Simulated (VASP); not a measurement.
# Be (P4/mmm) in VASP: a series of runs

The runs below take Be through single point, relaxation of cell and atoms, with PBE.

All numbers are computed with VASP 6.6.1; they aren't measurements. Logs are shortened: lines on timing, memory, paths and dates and some standing lists are left out, and cuts for length are marked.

## Step 1: The cell of the first run

Symmetry: P4/mmm, No. 123, tetragonal system. The conventional cell has a = 2.233 Å, b = 2.233 Å, c = 2.066 Å, α = 90.00°, β = 90.00°, γ = 90.00°. Be (site symmetry 4/mmm) has 6 Be at 2.07 to 2.23 Å within 2.7 Å.

## Step 2: Single point, PBE

Input file INCAR:

```
SYSTEM = Be
  PREC = Accurate
  ENCUT = 520
  EDIFF = 1E-6
  ISMEAR = 0
  SIGMA = 0.1
  LREAL = .False.
  LASPH = .True.
  NELM = 100
  ALGO = Normal
  ISIF = 2
  LWAVE = .False.
  LCHARG = .True.
  GGA = PE
  LELF = .True.
  LVHAR = .True.
  NBANDS = 7
```

Input file KPOINTS:

```
regular mesh
0
Gamma
  24 24 26
  0 0 0
```

Input file POSCAR:

```
Be
1.0
    2.2327400347      0.0000000000      0.0000000000
    0.0000000000      2.2327400347      0.0000000000
    0.0000000000      0.0000000000      2.0656452842
Be
1
Direct
    0.5000000000      0.5000000000      0.0000000000
```

Potentials or basis: VASP PAW PBE potentials, release 64 (Be).

The run is started by

```bash
$ cat potpaw_PBE.64/Be/POTCAR > POTCAR
$ mpirun -np 1 vasp_std > vasp.out
```

OUTCAR:

```text
SYSTEM = Be
   PREC = Accurate
   ENCUT = 520
   EDIFF = 1E-6
   ISMEAR = 0
   LREAL = .False.
   LASPH = .True.
   NELM = 100
   ISIF = 2
   GGA = PE

 ion  position               nearest neighbor table
   1  0.500  0.500  0.000-

  LATTYP: Found a simple tetragonal cell.
 ALAT       =     2.2327400347
 C/A-ratio  =     0.9251615737

  Lattice vectors:

 A1 = (   2.2327400347,   0.0000000000,   0.0000000000)
 A2 = (   0.0000000000,   2.2327400347,   0.0000000000)
 A3 = (   0.0000000000,   0.0000000000,   2.0656452842)

Analysis of symmetry for initial positions (statically):
=====================================================================
 Subroutine PRICEL returns:
 Original cell was already a primitive cell.

 Routine SETGRP: Setting up the symmetry group for a
 simple tetragonal supercell.

 Subroutine GETGRP returns: Found 16 space group operations
 (whereof 16 operations were pure point group operations)
 out of a pool of 16 trial point group operations.

The static configuration has the point symmetry D_4h.

Analysis of symmetry for dynamics (positions and initial velocities):
=====================================================================
 Subroutine PRICEL returns:
 Original cell was already a primitive cell.

 Routine SETGRP: Setting up the symmetry group for a
 simple tetragonal supercell.

 Subroutine GETGRP returns: Found 16 space group operations
 (whereof 16 operations were pure point group operations)
 out of a pool of 16 trial point group operations.

The dynamic configuration has the point symmetry D_4h.

 Subroutine INISYM returns: Found 16 space group operations
 (whereof 16 operations are pure point group operations),
 and found     1 'primitive' translations

----------------------------------------------------------------------------------------

                                     Primitive cell

  volume of cell :      10.2975

  direct lattice vectors                    reciprocal lattice vectors
     2.232740035  0.000000000  0.000000000     0.447880176  0.000000000  0.000000000
     0.000000000  2.232740035  0.000000000     0.000000000  0.447880176  0.000000000
     0.000000000  0.000000000  2.065645284     0.000000000  0.000000000  0.484110223

  length of vectors
     2.232740035  2.232740035  2.065645284     0.447880176  0.447880176  0.484110223

  position of ions in fractional coordinates (direct lattice)
     0.500000000  0.500000000  0.000000000

  ion indices of the primitive-cell ions
   primitive index   ion index
                 1           1
[... 69 lines left out ...]
   LASPH  =      T    aspherical Exc in radial PAW
   ENCUT  =  520.0 eV  38.22 Ry    6.18 a.u.   4.15  4.15  3.84*2*pi/ulx,y,z
   NELM   =    100;   NELMIN=  2; NELMDL= -5     # of ELM steps
   EDIFF  = 0.1E-05   stopping-criterion for ELM
   LREAL  =      F    real-space projection
   EDIFFG = 0.1E-04   stopping-criterion for IOM
   NSW    =      0    number of steps for IOM
   IBRION =     -1    ionic relax: 0-MD 1-quasi-New 2-CG
   NFREE  =      0    steps in history (QN), initial steepest desc. (CG)
   ISIF   =      2    stress and relaxation
   ISYM   =      2    0-nonsym 1-usesym 2-fastsym
   POTIM  = 0.5000    time-step for ionic-motion
   TEBEG  =    0.0;   TEEND  =   0.0 temperature during run
   PSTRESS=    0.0 pullay stress
   NELECT =       2.0000    total number of electrons
   NUPDOWN=      -1.0000    fix difference up-down
   EMIN   =  10.00;   EMAX   =-10.00  energy-range for DOS
   EFERMI =   0.00;   METHOD = LEGACY
   ISMEAR =     0;   SIGMA  =   0.10  broadening in eV -4-tet -1-fermi 0-gaus
   EFERMI_NEDOS =   21; number of points for ismear=-14 and -15
   IALGO  =     38    algorithm
   IMIX   =      4    mixing-type and parameters
     AMIX     =   0.40;   BMIX     =  1.00
     AMIX_MAG =   1.60;   BMIX_MAG =  1.00
  volume/ion in A,a.u.               =      10.30        69.49
  Fermi-wavevector in a.u.,A,eV,Ry     =   0.948071  1.791594 12.229439  0.898838
  Thomas-Fermi vector in A             =   2.076224
   LORBIT       =      0    0 simple, 1 ext, 2 COOP (PROOUT), +10 PAW based schemes
   GGA     = PE    functional components
   LHFCALC =     F    Hartree Fock is set to
   AEXX    =    0.0000 exact exchange contribution
   IVDW    =     0    specifies the selected vdW correction
   LEPSILON=     F    determine dielectric tensor
   LRPA    =     F    only Hartree local field effects (RPA)
 non-spin polarized calculation
 Gauss-broadening in eV      SIGMA  =   0.10
  energy-cutoff  :      520.00
  volume of cell :       10.30
 maximum number of plane-waves:       296
 NGX is ok and might be reduce to    18
   NGX =  9   NGY =  9   NGZ =  7

 number of electron       2.0000000 magnetization

 Free energy of the ion-electron system (eV)
  ---------------------------------------------------
  ext. energy  EPLUGINS =         0.00000000
  ---------------------------------------------------
  free energy    TOTEN  =        -2.76848603 eV

  energy without entropy =       -2.76679969  energy(sigma->0) =       -2.76764286

 E-fermi :   4.7106     XC(G=0):  -9.7398

 val. band max:        4.7105525727   @ k =   0.4583   0.2500   0.3462
 cond. band min:       4.7195622053   @ k =   0.3750   0.2083   0.4615
 fundamental gap:      0.0090096325
 Fermi energy:         4.7105992650

 k-point     1 :       0.0000    0.0000    0.0000
  band No.  band energies     occupation
      1      -4.8995      2.00000
      2      16.9846      0.00000
      3      16.9846      0.00000
      4      20.9521      0.00000
      5      22.5918      0.00000
      6      24.7574      0.00000
      7      33.3042      0.00000
[... 221 lines left out ...]
 k-point    24 :       0.4583    0.0417    0.0000
  band No.  band energies     occupation
      1      -0.2854      2.00000
      2       2.8987      2.00000
      3      19.9541      0.00000
      4      23.9594      0.00000
      5      27.8243      0.00000
      6      29.8687      0.00000
      7      32.7076      0.00000

 [... further k-points ...]
[... 5 lines left out ...]
  --------------------------------------------------------------------------------------
  -------------------------------------------------------------------------------------
  Total        0.0013741      0.0013741      0.0090740      0.0000000      0.0000000     -0.0000000
  in kB        0.2137995      0.2137995      1.4118197      0.0000000      0.0000000     -0.0000000
  external PRESSURE =       0.6131395 kB  Pullay stress =       0.0000000 kB

 VOLUME and BASIS-vectors are now :
 -----------------------------------------------------------------------------
  energy-cutoff  :      520.00
  volume of cell :       10.30
      direct lattice vectors                 reciprocal lattice vectors
     2.232740035  0.000000000  0.000000000     0.447880176  0.000000000  0.000000000
     0.000000000  2.232740035  0.000000000     0.000000000  0.447880176  0.000000000
     0.000000000  0.000000000  2.065645284     0.000000000  0.000000000  0.484110223

 POSITION                                       TOTAL-FORCE (eV/Angst)
 -----------------------------------------------------------------------------------
      1.11637      1.11637      0.00000         0.000000      0.000000      0.000000
 -----------------------------------------------------------------------------------
    total drift:                               -0.000000     -0.000000     -0.000000

  FREE ENERGIE OF THE ION-ELECTRON SYSTEM (eV)
  ---------------------------------------------------
  free  energy   TOTEN  =        -2.7684860279 eV

  energy  without entropy=       -2.7667996866  energy(sigma->0) =       -2.76764286
```

OSZICAR:

```text
N       E                     dE             d eps       ncg     rms          rms(c)
DAV:   1    -0.171963009471E+01   -0.17196E+01   -0.83645E+02 18767   0.220E+02
DAV:   2    -0.278875190424E+01   -0.10691E+01   -0.10186E+01 24542   0.207E+01
DAV:   3    -0.279102232900E+01   -0.22704E-02   -0.22689E-02 20097   0.855E-01
DAV:   4    -0.279102287267E+01   -0.54368E-06   -0.54361E-06 26390   0.139E-02
DAV:   5    -0.279102287294E+01   -0.27020E-09   -0.20232E-09 20188   0.109E-04    0.730E-01
DAV:   6    -0.277521346603E+01    0.15809E-01   -0.31868E-03 19719   0.353E-01    0.432E-01
DAV:   7    -0.276849628439E+01    0.67172E-02   -0.40821E-03 19810   0.367E-01    0.328E-02
DAV:   8    -0.276848632818E+01    0.99562E-05   -0.17649E-05 21378   0.271E-02    0.721E-03
DAV:   9    -0.276848602790E+01    0.30028E-06   -0.68953E-07 20181   0.334E-03
   1 F= -.27684860E+01 E0= -.27676429E+01  d E =-.168634E-02
```

Run time: 22 s. Hardware: 1 thread of AMD EPYC 9R45 (Zen 5), shared host; peak memory 0.15 GiB.

Results:

* Free energy: -2.7685 eV
* Pressure: 0.1 GPa
* Band gap on the k mesh: zero (band 1 reaches 9.34 eV, above the bottom of band 2 at 2.47 eV)

Stress tensor (GPa, compression positive):
```
0.02 0.00 0.00
0.00 0.02 0.00
0.00 0.00 0.14
```

Levels at points of the mesh, in eV from the Fermi level:
| k point | band 1 | band 2 | band 3 | band 4 | band 5 | band 6 |
| --- | --- | --- | --- | --- | --- | --- |
| (0.00, 0.00, 0.00) | -9.61 | 12.27 | 12.27 | 16.24 | 17.88 | 20.05 |
| (0.50, 0.00, 0.00) | -4.73 | -2.24 | 15.65 | 19.29 | 24.45 | 24.85 |
| (0.50, 0.50, 0.00) | 0.21 | 0.21 | 6.11 | 6.18 | 21.79 | 34.59 |
| (0.00, 0.00, 0.50) | -4.28 | -0.64 | 16.85 | 16.85 | 23.61 | 24.80 |
| (0.50, 0.00, 0.50) | 0.44 | 1.62 | 7.03 | 7.76 | 19.56 | 31.01 |
| (0.50, 0.50, 0.50) | 4.54 | 5.91 | 5.91 | 13.08 | 13.08 | 13.80 |

## Step 3: Relaxation of cell and atoms, PBE

This run uses another cell than the first one, of 10.35 Å³/atom, 1.005 times its volume.

Input file INCAR:

```
SYSTEM = Be
PREC = Accurate
ENCUT = 600
EDIFF = 1E-6
ISMEAR = 0
SIGMA = 0.1
LREAL = .FALSE.
LASPH = .TRUE.
NELM = 100
ALGO = Normal
ISIF = 3
LWAVE = .FALSE.
LCHARG = .FALSE.
GGA = PE
IBRION = 2
NSW = 100
EDIFFG = -0.01
```

Input file KPOINTS:

```
Automatic mesh
0
G
  24 24 26
  0 0 0
```

Input file POSCAR:

```
Be
1.0
    2.2518908699      0.0000000000      0.0000000000
    0.0000000000      2.2518908699      0.0000000000
    0.0000000000      0.0000000000      2.0412064148
Be
1
Direct
    0.5000000000      0.5000000000      0.0000000000
```

Potentials or basis: VASP PAW PBE potentials, release 64 (Be).

The run is started by

```bash
$ cat potpaw_PBE.64/Be/POTCAR > POTCAR
$ mpirun -np 1 vasp_std > vasp.out
```

Wall time 49 s (1 thread of AMD EPYC 9R45 (Zen 5), shared host); peak memory 0.16 GiB.

It converged, with:

```
Free energy                            : -2.7685 eV
Relaxed volume                         : 10.31 Å³/atom
Relaxed cell                           : a = 2.233 Å, b = 2.233 Å, c = 2.067 Å, α = 90.00°, β = 90.00°, γ = 90.00°
Space group after relaxing (to 0.05 Å) : P4/mmm (No. 123)
Energy gained by relaxing              : 0.7 meV/atom
Ionic steps                            : 5
Pressure after relaxing                : 0.0 GPa
Band gap on the k mesh                 : zero (band 1 reaches 9.33 eV, above the bottom of band 2 at 2.47 eV)
```

Step by step:
| step | energy change (eV) | largest force (eV/Å) | pressure (GPa) | volume (Å³) |
| --- | --- | --- | --- | --- |
| 1 | 0.0000 | 0.0000 | -0.10 | 10.35 |
| 2 | -0.0003 | 0.0000 | -0.11 | 10.34 |
| 3 | -0.0006 | 0.0000 | -0.07 | 10.32 |
| 4 | -0.0005 | 0.0000 | 0.06 | 10.29 |
| 5 | -0.0007 | 0.0000 | -0.03 | 10.31 |

Final structure:
```yaml
crystal:
  lattice:
    - [2.23321, 0.00000, 0.00000]
    - [0.00000, 2.23321, 0.00000]
    - [0.00000, 0.00000, 2.06735]
  atoms:
    - { symbol: Be, position: [0.50000, 0.50000, 0.00000] }
```

Levels at points of the mesh, in eV from the Fermi level:
| k point | band 1 | band 2 | band 3 | band 4 |
| --- | --- | --- | --- | --- |
| (0.00, 0.00, 0.00) | -9.60 | 12.27 | 12.27 | 16.20 |
| (0.50, 0.00, 0.00) | -4.72 | -2.24 | 15.65 | 19.26 |
| (0.50, 0.50, 0.00) | 0.22 | 0.22 | 6.11 | 6.18 |
| (0.00, 0.00, 0.50) | -4.28 | -0.65 | 16.84 | 16.84 |
| (0.50, 0.00, 0.50) | 0.44 | 1.61 | 7.02 | 7.75 |
| (0.50, 0.50, 0.50) | 4.54 | 5.90 | 5.90 | 13.07 |
